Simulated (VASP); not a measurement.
A run of VASP 6.6.1:

The input INCAR:

```
SYSTEM = Sr
PREC = Accurate
ENCUT = 520
EDIFF = 1E-7
ISMEAR = -1
SIGMA = 0.1
LREAL = .FALSE.
LASPH = .TRUE.
NELM = 100
ALGO = Normal
ISIF = 2
LWAVE = .FALSE.
LCHARG = .TRUE.
LELF = .TRUE.
LVHAR = .TRUE.
NBANDS = 17
```

Contents of KPOINTS:

```
Automatic mesh
0
G
  12 12 7
  0 0 0
```

Contents of POSCAR:

```
Sr
1.0
    3.6217398119      0.0000000000      0.0000000000
   -1.8108699059      3.1365186830      0.0000000000
    0.0000000000      0.0000000000      5.9817902152
Sr
2
Direct
    0.3333333333      0.6666666667      0.2500000000
    0.6666666667      0.3333333333      0.7500000000
```

Potentials or basis: VASP PAW LDA potentials, release 64 (Sr_sv).

Command:

```bash
$ cat potpaw_LDA.64/Sr_sv/POTCAR > POTCAR
$ mpirun -np 1 vasp_std > vasp.out
```

Hardware: 1 thread of Intel(R) Xeon(R) 6975P-C (Granite Rapids), with other jobs on the host.

Question: How long does it take, and how much memory?

Answer: Wall time 27 s on 1 thread of Intel(R) Xeon(R) 6975P-C (Granite Rapids) (shared host), peak memory 0.2 GiB. Counts: scf iterations 11, k points 76.
